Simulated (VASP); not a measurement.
WAu:

```
CELL_PARAMETERS angstrom
0.00000 2.90921 2.90921
2.90921 0.00000 2.90921
2.90921 2.90921 0.00000
ATOMIC_POSITIONS crystal
W 0.00000 0.00000 0.00000
Au 0.75000 0.75000 0.75000
```

```yaml
Program: VASP 6.6.1
Task: relaxation of cell and atoms
Functional: B3LYP
Potentials_or_basis: VASP PAW PBE potentials, release 64 (W_sv, Au)
Cutoff: 500 eV
k_mesh: 4 × 4 × 4
Occupations: fermi-dirac, width 0.05 eV
Spin: no spin polarisation
```

At the start: pressure 2.3 GPa; volume 24.62 Å³/atom.

Where does the relaxation end?

Over 3 steps the energy falls by 3.1 meV/atom and the volume is 25.07 Å³/atom (+1.8 %); space group F-43m (No. 216, to 0.1 Å) before and after.

The path:
| step | energy change (eV) | largest force (eV/Å) | pressure (GPa) | volume (Å³) |
| --- | --- | --- | --- | --- |
| 1 | 0.0000 | 0.0000 | 2.30 | 49.24 |
| 2 | 0.0137 | 0.0000 | -3.70 | 51.80 |
| 3 | -0.0063 | 0.0000 | -0.03 | 50.14 |

Final structure:
```
W Au
1.0
     0.00000    2.92680    2.92680
     2.92680    0.00000    2.92680
     2.92680    2.92680    0.00000
W Au
1 1
Direct
  0.00000 0.00000 0.00000
  0.75000 0.75000 0.75000
```

Caveat: the k points lie up to 0.46 Å⁻¹ apart in the final cell, too coarse for converged energies and pressures of a metal; the PAW data sets were made with another functional, which shifts forces and pressure a little.
